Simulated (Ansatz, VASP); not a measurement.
La3PdSe: VASP beside Ansatz

```
CELL_PARAMETERS angstrom
5.08815 0.00000 0.00000
0.00000 5.08815 0.00000
0.00000 0.00000 5.08815
ATOMIC_POSITIONS crystal
La 0.00000 0.50000 0.50000
La 0.50000 0.00000 0.50000
La 0.50000 0.50000 0.00000
Pd 0.50000 0.50000 0.50000
Se 0.00000 0.00000 0.00000
```

Change from the starting cell: species swapped into the Sc3TlB type (Pm-3m, No. 221).

Alike in both runs: task single point; functional PBE; k mesh 4 × 4 × 4; occupations gaussian, width 0.1 eV; no spin polarisation.

```csv
,VASP,Ansatz
version,VASP 6.6.1,Ansatz 0.2.0
potentials or method,"VASP PAW PBE potentials, release 64 (La, Pd, Se), cutoff 520 eV","scalar-relativistic, plane waves, PAW"
valence electrons in the cell,49,67
```

```tsv
	VASP	Ansatz	Ansatz less VASP
gap on the k mesh at the Fermi level (eV)	none	none	-
pressure (GPa)	21.2	21.1	-0.15
```

A gap of «none» marks a metal or a gap that the smearing closes. VASP's potentials hold 49 valence electrons a cell and Ansatz's 67, so a difference there can come from the potentials and not from the codes.

Spin-orbit coupling is off throughout.
